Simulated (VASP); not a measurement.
Input of a VASP 6.6.1 run:

The input INCAR:

```
ALGO = Normal
EDIFF = 1E-6
ENCUT = 520
GGA = PS
ISIF = 2
ISMEAR = 0
LASPH = True
LCHARG = True
LELF = True
LREAL = False
LVHAR = True
LWAVE = False
NBANDS = 18
NELM = 60
PREC = Accurate
SIGMA = 0.02
```

The input KPOINTS:

```
k-points
0
Gamma
  8 1 6
```

POSCAR

```
P
1.0
    3.3103136540      0.0000000000      0.0000000000
    0.0000000000     35.1384628867      0.0000000000
    0.0000000000      0.0000000000      4.3038027436
P
4
Direct
    0.0000000000      0.9697104046      0.5780900458
    0.0000000000      0.0302895954      0.4219099542
    0.5000000000      0.0302895954      0.0780900458
    0.5000000000      0.9697104046      0.9219099542
```

Potentials or basis: VASP PAW PBE potentials, release 64 (P).

Launch:

```sh
$ cat potpaw_PBE.64/P/POTCAR > POTCAR
$ mpirun -np 1 vasp_std > vasp.out
```

Question: What does it give for the largest force?

Answer: 0.025 eV/Å.

Question: Estimate the band gap on the k mesh.

Answer: 0.59 eV, direct.

Forces in eV/Å, atoms in the order of the input:
```
P    0.000  0.021  0.014
P    0.000 -0.021 -0.014
P    0.000 -0.021  0.014
P    0.000  0.021 -0.014
```

Caveat: the cell differs from its parent crystal (uniaxial strain along c: -3.0 %, then relaxed in part); the PAW data sets were made with another functional, which shifts forces and pressure a little.
